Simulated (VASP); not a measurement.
Set up this calculation in VASP 6.6.1, as the native input.

```
Task                   : single point
Functional             : PBEsol
Potentials or basis    : VASP PAW PBE potentials, release 64 (Cu)
Cutoff                 : 520 eV
k mesh                 : 24 × 24 × 12
Occupations            : gaussian, width 0.15 eV
Spin                   : no spin polarisation
Dipole correction      : no
Further INCAR settings : ALGO = Fast; EDIFF = 1e-06; NBANDS = 18
```

The structure of Cu lies in POSCAR:

```
Cu
1.0
    2.4537940917      0.0000000000      0.0000000000
   -1.2268970458      2.1250480190      0.0000000000
    0.0000000000      0.0000000000      4.3427247834
Cu
2
Direct
    0.3333333333      0.6666666667      0.2500000000
    0.6666666667      0.3333333333      0.7500000000
```

This isn't the form of Cu at room conditions, which is fcc.

One way to write it, as run:

INCAR

```
PREC = Accurate
ENCUT = 520
EDIFF = 1E-6
ISMEAR = 0
SIGMA = 0.15
LREAL = F
LASPH = T
NELM = 80
ALGO = Fast
ISIF = 2
LWAVE = F
LCHARG = T
GGA = PS
LELF = T
LVHAR = T
NBANDS = 18
```

KPOINTS

```
Automatic mesh
0
Gamma
  24 24 12
```

Potentials or basis: VASP PAW PBE potentials, release 64 (Cu).

Run with:

```bash
$ cat potpaw_PBE.64/Cu/POTCAR > POTCAR
$ mpirun -np 1 vasp_std > vasp.out
```

Results of the run:

```
Pressure               : 1.8 GPa
Band gap on the k mesh : zero (bands 11 and 12 overlap by 6.56 eV)
```

Caveat: the stress differs along the axes, from -8 to 7 GPa; the PAW data sets were made with another functional, which shifts forces and pressure a little.

Run time: 110 s on 1 thread of Intel(R) Xeon(R) Platinum 8488C (Sapphire Rapids), on a shared host, peak memory 0.24 GiB.
